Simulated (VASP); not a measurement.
# Se (P3_121) in VASP: a series of runs

The runs below take Se through single point, with LDA.

Everything below comes from runs of VASP 6.6.1. Logs are shortened: lines on timing, memory, paths and dates and some standing lists are left out, and cuts for length are marked.

## 1. The cell of the first run

Symmetry: P3_121, No. 152, trigonal system. The conventional cell has a = 4.505 Å, b = 4.505 Å, c = 4.979 Å, α = 90.00°, β = 90.00°, γ = 120.00°. Se (site symmetry 2) has 2 Se at 2.38 Å within 3.1 Å.

## 2. Single point, LDA

Input file INCAR:

```
SYSTEM = Se
PREC = Accurate
ENCUT = 520
EDIFF = 1E-6
ISMEAR = 0
SIGMA = 0.1
LREAL = .False.
LASPH = .True.
NELM = 100
ALGO = Normal
ISIF = 2
LWAVE = .False.
LCHARG = .False.
GGA = CA
NBANDS = 16
```

Input file KPOINTS:

```
Automatic mesh
0
Gamma
  6 6 4
  0 0 0
```

Input file POSCAR:

```
Se
1.0
    4.5048207000      0.0000000000      0.0000000000
   -2.2524103500      3.9012891700      0.0000000000
    0.0000000000      0.0000000000      4.9787963200
Se
3
Direct
    0.2178929800      0.0000000000      0.3333333300
    0.0000000000      0.2178929800      0.6666666700
    0.7821070200      0.7821070200      0.0000000000
```

Potentials or basis: VASP PAW LDA potentials, release 64 (Se).

Started as:

```bash
$ cat potpaw_LDA.64/Se/POTCAR > POTCAR
$ mpirun -np 1 vasp_std > vasp.out
```

OUTCAR:

```text
SYSTEM = Se
   PREC = Accurate
   ENCUT = 520
   EDIFF = 1E-6
   ISMEAR = 0
   LREAL = .False.
   LASPH = .True.
   NELM = 100
   ISIF = 2
   GGA = CA

 ion  position               nearest neighbor table
   1  0.218  0.000  0.333-   3 2.38   2 2.38
   2  0.000  0.218  0.667-   3 2.38   1 2.38
   3  0.782  0.782  0.000-   1 2.38   2 2.38

  LATTYP: Found a hexagonal cell.
 ALAT       =     4.5048207000
 C/A-ratio  =     1.1052152020

  Lattice vectors:

 A1 = (   4.5048207000,   0.0000000000,   0.0000000000)
 A2 = (  -2.2524103500,   3.9012891700,   0.0000000000)
 A3 = (   0.0000000000,   0.0000000000,   4.9787963200)

Analysis of symmetry for initial positions (statically):
=====================================================================
 Subroutine PRICEL returns:
 Original cell was already a primitive cell.

 Routine SETGRP: Setting up the symmetry group for a
 hexagonal supercell.

 Subroutine GETGRP returns: Found  6 space group operations
 (whereof  2 operations were pure point group operations)
 out of a pool of 24 trial point group operations.

The static configuration has the point symmetry C_2 .
 The point group associated with its full space group is D_3 .

Analysis of symmetry for dynamics (positions and initial velocities):
=====================================================================
 Subroutine PRICEL returns:
 Original cell was already a primitive cell.

 Routine SETGRP: Setting up the symmetry group for a
 hexagonal supercell.

 Subroutine GETGRP returns: Found  6 space group operations
 (whereof  2 operations were pure point group operations)
 out of a pool of 24 trial point group operations.

The dynamic configuration has the point symmetry C_2 .
 The point group associated with its full space group is D_3 .

 Subroutine INISYM returns: Found  6 space group operations
 (whereof  2 operations are pure point group operations),
 and found     1 'primitive' translations

----------------------------------------------------------------------------------------

                                     Primitive cell

  volume of cell :      87.5004

  direct lattice vectors                    reciprocal lattice vectors
     4.504820700  0.000000000  0.000000000     0.221984418  0.128162763  0.000000000
    -2.252410350  3.901289170  0.000000000     0.000000000  0.256325526  0.000000000
     0.000000000  0.000000000  4.978796320     0.000000000  0.000000000  0.200851759

  length of vectors
     4.504820700  4.504820704  4.978796320     0.256325527  0.256325526  0.200851759

  position of ions in fractional coordinates (direct lattice)
     0.217892980  0.000000000  0.333333330
     1.000000000  0.217892980  0.666666670
     0.782107020  0.782107020  0.000000000

  ion indices of the primitive-cell ions
   primitive index   ion index
                 1           1
                 2           2
                 3           3

----------------------------------------------------------------------------------------

 KPOINTS: Automatic mesh

Automatic generation of k-mesh.
 Grid dimensions read from file:
 generate k-points for:    6    6    4

 Generating k-lattice:

  Cartesian coordinates                     Fractional coordinates (reciprocal lattice)
     0.036997403  0.021360461  0.000000000     0.166666667 -0.000000000  0.000000000
     0.000000000  0.042720921  0.000000000     0.000000000  0.166666667  0.000000000
     0.000000000  0.000000000  0.050212940     0.000000000  0.000000000  0.250000000

  Length of vectors
     0.042720921  0.042720921  0.050212940

  Shift w.r.t. Gamma in fractional coordinates (k-lattice)
     0.000000000  0.000000000  0.000000000

 Subroutine IBZKPT returns following result:
 ===========================================

 Found     24 irreducible k-points:

 Following reciprocal coordinates:
            Coordinates               Weight
  0.000000  0.000000  0.000000      1.000000
  0.166667  0.000000  0.000000      6.000000
  0.333333  0.000000  0.000000      6.000000
  0.500000  0.000000  0.000000      3.000000
  0.166667  0.166667  0.000000      6.000000
  0.333333  0.166667  0.000000     12.000000
[... 16 lines left out ...]
  0.333333  0.166667  0.500000     12.000000
  0.333333  0.333333  0.500000      2.000000
   k-points           NKPTS =     24   k-points in BZ     NKDIM =     24   number of bands    NBANDS=     16
   number of dos      NEDOS =    301   number of ions     NIONS =      3
   total plane-waves  NPLWV =  51840
   dimension x,y,z NGX =    36 NGY =   36 NGZ =   40
   dimension x,y,z NGXF=    72 NGYF=   72 NGZF=   80
   ions per type =               3
   NGX,Y,Z   is equivalent  to a cutoff of  13.29, 13.29, 13.36 a.u.
   NGXF,Y,Z  is equivalent  to a cutoff of  26.57, 26.57, 26.71 a.u.
 SYSTEM =  Se
   PREC   = accura    normal or accurate (medium, high low for compatibility)
   ISTART =      0    job   : 0-new  1-cont  2-samecut
   ICHARG =      2    charge: 1-file 2-atom 10-const
   ISPIN  =      1    spin polarized calculation?
   LNONCOLLINEAR =      F non collinear calculations
   LSORBIT =      F    spin-orbit coupling
   LASPH  =      T    aspherical Exc in radial PAW
   ENCUT  =  520.0 eV  38.22 Ry    6.18 a.u.   8.38  8.38  9.26*2*pi/ulx,y,z
   NELM   =    100;   NELMIN=  2; NELMDL= -5     # of ELM steps
   EDIFF  = 0.1E-05   stopping-criterion for ELM
   LREAL  =      F    real-space projection
   EDIFFG = 0.1E-04   stopping-criterion for IOM
   NSW    =      0    number of steps for IOM
   IBRION =     -1    ionic relax: 0-MD 1-quasi-New 2-CG
   NFREE  =      0    steps in history (QN), initial steepest desc. (CG)
   ISIF   =      2    stress and relaxation
   ISYM   =      2    0-nonsym 1-usesym 2-fastsym
   POTIM  = 0.5000    time-step for ionic-motion
   TEBEG  =    0.0;   TEEND  =   0.0 temperature during run
   PSTRESS=    0.0 pullay stress
   NELECT =      18.0000    total number of electrons
   NUPDOWN=      -1.0000    fix difference up-down
   EMIN   =  10.00;   EMAX   =-10.00  energy-range for DOS
   EFERMI =   0.00;   METHOD = LEGACY
   ISMEAR =     0;   SIGMA  =   0.10  broadening in eV -4-tet -1-fermi 0-gaus
   EFERMI_NEDOS =   21; number of points for ismear=-14 and -15
   IALGO  =     38    algorithm
   IMIX   =      4    mixing-type and parameters
     AMIX     =   0.40;   BMIX     =  1.00
     AMIX_MAG =   1.60;   BMIX_MAG =  1.00
  volume/ion in A,a.u.               =      29.17       196.83
  Fermi-wavevector in a.u.,A,eV,Ry     =   0.966412  1.826254 12.707191  0.933952
  Thomas-Fermi vector in A             =   2.096211
   LORBIT       =      0    0 simple, 1 ext, 2 COOP (PROOUT), +10 PAW based schemes
   GGA     = CA    functional components
   LHFCALC =     F    Hartree Fock is set to
   AEXX    =    0.0000 exact exchange contribution
   IVDW    =     0    specifies the selected vdW correction
   LEPSILON=     F    determine dielectric tensor
   LRPA    =     F    only Hartree local field effects (RPA)
 non-spin polarized calculation
 Gauss-broadening in eV      SIGMA  =   0.10
  energy-cutoff  :      520.00
  volume of cell :       87.50
 maximum number of plane-waves:      2389
 NGX is ok and might be reduce to    36
   NGX = 17   NGY = 17   NGZ = 19

 number of electron      18.0000000 magnetization

 Free energy of the ion-electron system (eV)
  ---------------------------------------------------
  ext. energy  EPLUGINS =         0.00000000
  ---------------------------------------------------
  free energy    TOTEN  =       -12.23689492 eV

  energy without entropy =      -12.23689492  energy(sigma->0) =      -12.23689492

 E-fermi :   2.4683     XC(G=0):  -8.8723

 val. band max:        2.0146890824   @ k =   0.5000   0.0000   0.5000
 cond. band min:       3.0018007915   @ k =   0.3333   0.3333   0.5000
 fundamental gap:      0.9871117091
 Fermi energy:         2.4682930527

 k-point     1 :       0.0000    0.0000    0.0000
  band No.  band energies     occupation
      1     -13.6114      2.00000
      2      -9.6326      2.00000
      3      -9.6326      2.00000
      4      -1.8324      2.00000
      5      -1.8324      2.00000
      6      -1.5824      2.00000
[... 8 lines left out ...]
     15       8.4102      0.00000
     16      10.3478      0.00000

 k-point     2 :       0.1667    0.0000    0.0000
  band No.  band energies     occupation
      1     -13.5295      2.00000
      2      -9.7155      2.00000
      3      -9.6281      2.00000
      4      -2.3488      2.00000
      5      -2.0706      2.00000
      6      -1.4211      2.00000
[... 8 lines left out ...]
     15       9.0311      0.00000
     16      10.3392      0.00000

 k-point     3 :       0.3333    0.0000    0.0000
  band No.  band energies     occupation
      1     -13.3485      2.00000
      2      -9.9123      2.00000
      3      -9.6188      2.00000
      4      -2.7964      2.00000
      5      -2.3903      2.00000
      6      -1.3648      2.00000
[... 8 lines left out ...]
     15      10.2946      0.00000
     16      11.2335      0.00000

 k-point     4 :       0.5000    0.0000    0.0000
  band No.  band energies     occupation
      1     -13.2473      2.00000
      2     -10.0283      2.00000
      3      -9.6139      2.00000
      4      -2.9089      2.00000
      5      -2.5246      2.00000
      6      -1.2031      2.00000
[... 8 lines left out ...]
     15      11.2900      0.00000
     16      11.3937      0.00000

 k-point     5 :       0.1667    0.1667    0.0000
  band No.  band energies     occupation
      1     -13.3966      2.00000
      2      -9.8316      2.00000
      3      -9.6496      2.00000
      4      -2.6532      2.00000
      5      -2.4337      2.00000
      6      -1.2768      2.00000
[... 8 lines left out ...]
     15       9.7041      0.00000
     16      10.6653      0.00000

 k-point     6 :       0.3333    0.1667    0.0000
  band No.  band energies     occupation
      1     -13.2490      2.00000
      2      -9.9569      2.00000
      3      -9.6894      2.00000
      4      -2.8396      2.00000
      5      -2.6211      2.00000
      6      -1.0962      2.00000
[... 8 lines left out ...]
     15      10.6506      0.00000
     16      11.1618      0.00000

 k-point     7 :       0.3333    0.3333    0.0000
  band No.  band energies     occupation
      1     -13.1975      2.00000
      2      -9.8559      2.00000
      3      -9.8559      2.00000
      4      -2.7731      2.00000
      5      -2.7731      2.00000
      6      -0.6476      2.00000
[... 8 lines left out ...]
     15       9.5881      0.00000
     16      11.3276      0.00000

 k-point     8 :       0.0000    0.0000    0.2500
  band No.  band energies     occupation
      1     -13.3230      2.00000
      2     -11.1883      2.00000
      3      -8.1911      2.00000
      4      -2.4151      2.00000
      5      -1.5244      2.00000
      6      -1.4580      2.00000
[... 8 lines left out ...]
     15       9.0981      0.00000
     16       9.1637      0.00000

 k-point     9 :       0.1667    0.0000    0.2500
  band No.  band energies     occupation
      1     -13.2455      2.00000
      2     -11.1571      2.00000
      3      -8.3403      2.00000
      4      -2.5984      2.00000
      5      -2.0323      2.00000
      6      -1.2603      2.00000
[... 8 lines left out ...]
     15       9.1301      0.00000
     16       9.4080      0.00000
[... 172 lines left out ...]
 k-point    19 :       0.1667    0.0000    0.5000
  band No.  band energies     occupation
      1     -12.4324      2.00000
      2     -12.4100      2.00000
      3      -7.7381      2.00000
      4      -2.9887      2.00000
      5      -1.6483      2.00000
      6      -1.5814      2.00000
[... 8 lines left out ...]
     15       9.7464      0.00000
     16      10.2106      0.00000

 k-point    20 :       0.3333    0.0000    0.5000
  band No.  band energies     occupation
      1     -12.3235      2.00000
      2     -12.2458      2.00000
      3      -8.1477      2.00000
      4      -3.4046      2.00000
      5      -2.1177      2.00000
      6      -1.9499      2.00000
[... 8 lines left out ...]
     15       9.8917      0.00000
     16      10.4233      0.00000

 k-point    21 :       0.5000    0.0000    0.5000
  band No.  band energies     occupation
      1     -12.2666      2.00000
      2     -12.1543      2.00000
      3      -8.3528      2.00000
      4      -3.6366      2.00000
      5      -2.2803      2.00000
      6      -2.1028      2.00000
[... 8 lines left out ...]
     15      10.5296      0.00000
     16      10.7747      0.00000

 k-point    22 :       0.1667    0.1667    0.5000
  band No.  band energies     occupation
      1     -12.3449      2.00000
      2     -12.2960      2.00000
      3      -8.0417      2.00000
      4      -3.2596      2.00000
      5      -2.0604      2.00000
      6      -1.9755      2.00000
[... 8 lines left out ...]
     15       9.9515      0.00000
     16      10.2993      0.00000

 k-point    23 :       0.3333    0.1667    0.5000
  band No.  band energies     occupation
      1     -12.2485      2.00000
      2     -12.1751      2.00000
      3      -8.3379      2.00000
      4      -3.5390      2.00000
      5      -2.4443      2.00000
      6      -2.3323      2.00000
[... 8 lines left out ...]
     15      10.1222      0.00000
     16      10.9350      0.00000

 k-point    24 :       0.3333    0.3333    0.5000
  band No.  band energies     occupation
      1     -12.1748      2.00000
      2     -12.1748      2.00000
      3      -8.4230      2.00000
      4      -3.5364      2.00000
      5      -2.6485      2.00000
      6      -2.6485      2.00000
[... 8 lines left out ...]
     15      10.3963      0.00000
     16      10.3963      0.00000

------------------------ aborting loop because EDIFF is reached ----------------------------------------

  FORCE on cell =-STRESS in cart. coord.  units (eV):
  Direction    XX          YY          ZZ          XY          YZ          ZX
  --------------------------------------------------------------------------------------
  -------------------------------------------------------------------------------------
  Total       -1.2217023     -1.2217023     -0.8634599      0.0000000      0.0000000      0.0000000
  in kB      -22.3699983    -22.3699983    -15.8103955      0.0000000      0.0000000      0.0000000
  external PRESSURE =     -20.1834641 kB  Pullay stress =       0.0000000 kB

 VOLUME and BASIS-vectors are now :
 -----------------------------------------------------------------------------
  energy-cutoff  :      520.00
  volume of cell :       87.50
      direct lattice vectors                 reciprocal lattice vectors
     4.504820700  0.000000000  0.000000000     0.221984418  0.128162763  0.000000000
    -2.252410350  3.901289170  0.000000000     0.000000000  0.256325526  0.000000000
     0.000000000  0.000000000  4.978796320     0.000000000  0.000000000  0.200851759

 POSITION                                       TOTAL-FORCE (eV/Angst)
 -----------------------------------------------------------------------------------
      0.98157      0.00000      1.65960         0.125643      0.000000     -0.000000
     -0.49078      0.85006      3.31920        -0.062822      0.108810      0.000000
      1.76163      3.05123      0.00000        -0.062822     -0.108810      0.000000
 -----------------------------------------------------------------------------------
    total drift:                                0.000003     -0.000003      0.000000

  FREE ENERGIE OF THE ION-ELECTRON SYSTEM (eV)
  ---------------------------------------------------
  free  energy   TOTEN  =       -12.2368949154 eV

  energy  without entropy=      -12.2368949154  energy(sigma->0) =      -12.23689492
```

Wall time 12 s (1 thread of Intel Xeon 6975P-C (Granite Rapids), shared host); peak memory 0.18 GiB.

What came out:

- Free energy: -12.2369 eV
- Pressure: -2.0 GPa
- Largest force: 0.126 eV/Å
- Band gap on the k mesh: 0.99 eV, indirect (least direct gap 1.23 eV)

Forces on the atoms (eV/Å):
```
Se   0.126  0.000  0.000
Se  -0.063  0.109  0.000
Se  -0.063 -0.109  0.000
```

## 3. Single point, LDA

This run uses another cell than the first one, of 23.01 Å³/atom, 0.789 times its volume.

Input file INCAR:

```
SYSTEM = Se
PREC = Accurate ; ENCUT = 520
EDIFF = 1E-6 ; ISMEAR = 0
SIGMA = 0.02 ; LREAL = .False.
LASPH = .True. ; NELM = 100
ALGO = Normal ; ISIF = 2
LWAVE = .False. ; LCHARG = .False.
NBANDS = 16
```

Input file KPOINTS:

```
regular mesh
0
Gamma
  9 9 6
  0 0 0
```

Input file POSCAR:

```
Se
1.0
    3.9466323547      0.0000000000      0.0000000000
   -1.9733161774      3.4178838786      0.0000000000
    0.0000000000      0.0000000000      5.1183868251
Se
3
Direct
    0.2554153299      0.0000000000      0.3333333333
    0.0000000000      0.2554153299      0.6666666667
    0.7445846701      0.7445846701      0.0000000000
```

Potentials or basis: VASP PAW LDA potentials, release 64 (Se).

Started as:

```bash
$ cat potpaw_LDA.64/Se/POTCAR > POTCAR
$ mpirun -np 1 vasp_std > vasp.out
```

Run time: 22 s. Hardware: 1 thread of Intel Xeon 6975P-C (Granite Rapids), shared host; peak memory 0.18 GiB.

It converged, with:

* Free energy: -12.4774 eV
* Pressure: 0.3 GPa
* Largest force: 0.038 eV/Å
* Band gap on the k mesh: 0.28 eV, direct

Forces on the atoms (eV/Å):
```
Se   0.038  0.000  0.000
Se  -0.019  0.033  0.000
Se  -0.019 -0.033  0.000
```

Stress tensor (GPa, compression positive):
```
0.21 0.00 0.00
0.00 0.21 0.00
0.00 0.00 0.37
```

Levels at points of the mesh, in eV from the valence-band top:
| k point | band 5 | band 6 | band 7 | band 8 | band 9 | band 10 | band 11 | band 12 | band 13 | band 14 |
| --- | --- | --- | --- | --- | --- | --- | --- | --- | --- | --- |
| (0.00, 0.00, 0.00) | -3.44 | -3.44 | -1.99 | -1.99 | -0.71 | 1.31 | 1.31 | 1.98 | 6.17 | 6.17 |
| (0.00, 0.00, 0.50) | -3.19 | -3.19 | -1.53 | -1.35 | -1.35 | 0.72 | 0.72 | 0.73 | 5.24 | 6.78 |

A k mesh can miss the band edges.

[end of part 1 of 2]
